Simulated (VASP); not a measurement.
LiPb, 2 atoms in the cell. It takes space group R-3m (No. 166, trigonal). The conventional cell has a = 4.931 Å, b = 4.931 Å, c = 6.222 Å, α = 90.00°, β = 90.00°, γ = 120.00°. Li (site symmetry -3m) has 8 Pb at 3.03 to 3.11 Å and 6 Li at 3.52 Å within 4.0 Å. Pb (site symmetry -3m) has 8 Li at 3.03 to 3.11 Å and 6 Pb at 3.52 Å within 4.0 Å.  This cell differs from its parent crystal: equal xy, yz and zx shear strains of +2 %.

```yaml
Program: VASP 6.6.1
Task: single point
Functional: LDA
Potentials_or_basis: VASP PAW LDA potentials, release 64 (Li_sv, Pb_d)
Cutoff: 520 eV
k_mesh: 10 × 10 × 10
Occupations: fermi-dirac, width 0.03 eV
Spin: no spin polarisation
Dipole_correction: no
Further_INCAR_settings: ALGO = Normal; EDIFF = 1e-07; NBANDS = 16
```

Potentials or basis: VASP PAW LDA potentials, release 64 (Li_sv, Pb_d).

The run is started by

```sh
$ cat potpaw_LDA.64/Li_sv/POTCAR potpaw_LDA.64/Pb_d/POTCAR > POTCAR
$ mpirun -np 1 vasp_std > vasp.out
```

Hardware: 1 thread of Intel(R) Xeon(R) Platinum 8375C CPU @ 2.90GHz (Ice Lake), with other jobs on the host.

Task: Estimate the wall time of this run.

Result: It took 58 s on 1 thread of Intel(R) Xeon(R) Platinum 8375C CPU @ 2.90GHz (Ice Lake), on a shared host, peak memory 0.19 GiB. Counts: scf iterations 12, k points 116.
